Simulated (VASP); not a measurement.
Write the native input for VASP 6.6.1 that does the following.

- Task: single point
- Functional: PBEsol
- Potentials or basis: VASP PAW PBE potentials, release 64 (Ca_sv, O)
- Cutoff: 520 eV
- k mesh: 8 × 8 × 8
- Occupations: gaussian, width 0.01 eV
- Spin: no spin polarisation
- Dipole correction: no
- Further INCAR settings: ALGO = Normal; EDIFF = 1e-07; NBANDS = 15

The structure of CaO lies in POSCAR:

```
CaO
1.0
    2.3703348678      2.3703348678      0.0000000000
   -2.3703348678      2.3703348678      0.0000000000
    0.0000000000      2.3703348678      2.3703348678
Ca O
1 1
Direct
    0.0000000000      0.0000000000      0.0000000000
    0.5000000000      0.5000000000      0.0000000000
```

The input as run:

INCAR

```
PREC = Accurate ; ENCUT = 520
EDIFF = 1E-7 ; ISMEAR = 0
SIGMA = 0.01 ; LREAL = False
LASPH = True ; NELM = 100
ALGO = Normal ; ISIF = 2
LWAVE = False ; LCHARG = False
GGA = PS ; NBANDS = 15
```

KPOINTS

```
regular mesh
0
Gamma
  8 8 8
```

Potentials or basis: VASP PAW PBE potentials, release 64 (Ca_sv, O).

Command:

```sh
$ cat potpaw_PBE.64/Ca_sv/POTCAR potpaw_PBE.64/O/POTCAR > POTCAR
$ mpirun -np 1 vasp_std > vasp.out
```

It gave:

```
Pressure               : 2.7 GPa
Band gap on the k mesh : 3.51 eV, indirect (least direct gap 3.88 eV)
```

Caveat: the PAW data sets were made with another functional, which shifts forces and pressure a little.

Run time: 7.6 s on 1 thread of Intel(R) Xeon(R) 6975P-C (Granite Rapids), on a shared host, peak memory 0.16 GiB.
